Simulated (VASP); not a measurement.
Here is a VASP 6.6.1 calculation.

Contents of INCAR:

```
PREC = Accurate
ENCUT = 520
EDIFF = 1E-6
ISMEAR = -1
SIGMA = 0.05
LREAL = False
LASPH = True
NELM = 60
ALGO = Normal
ISIF = 2
LWAVE = False
LCHARG = False
GGA = RP
NBANDS = 20
```

KPOINTS

```
Automatic mesh
0
Gamma
  9 9 4
```

Contents of POSCAR:

```
MoS2
1.0
    3.2699360711      0.0000000000      0.0000000000
   -1.6349680355      2.8318477062      0.0000000000
    0.0000000000      0.0000000000      6.3955418068
Mo S
1 2
Direct
    0.0000000000      0.0000000000      0.5000000000
    0.6666666667      0.3333333333      0.7446806800
    0.3333333333      0.6666666667      0.2553193200
```

Potentials or basis: VASP PAW PBE potentials, release 64 (Mo_sv, S).

Run with:

```bash
$ cat potpaw_PBE.64/Mo_sv/POTCAR potpaw_PBE.64/S/POTCAR > POTCAR
$ mpirun -np 1 vasp_std > vasp.out
```

Task: Predict the pressure.

Result: -1.5 GPa.

Task: Estimate the band gap on the k mesh.

Result: Zero (band 13 reaches 7.14 eV, above the bottom of band 14 at 6.09 eV).

Task: Estimate the largest force.

Result: 0.248 eV/Å.

Forces in eV/Å, atoms in the order of the input:
```
Mo   0.000  0.000  0.000
S    0.000  0.000 -0.248
S    0.000  0.000  0.248
```

Caveat: the PAW data sets were made with another functional, which shifts forces and pressure a little; this functional lacks dispersion, which binds the layers, so the pressure and a relaxed spacing across them are unreliable.
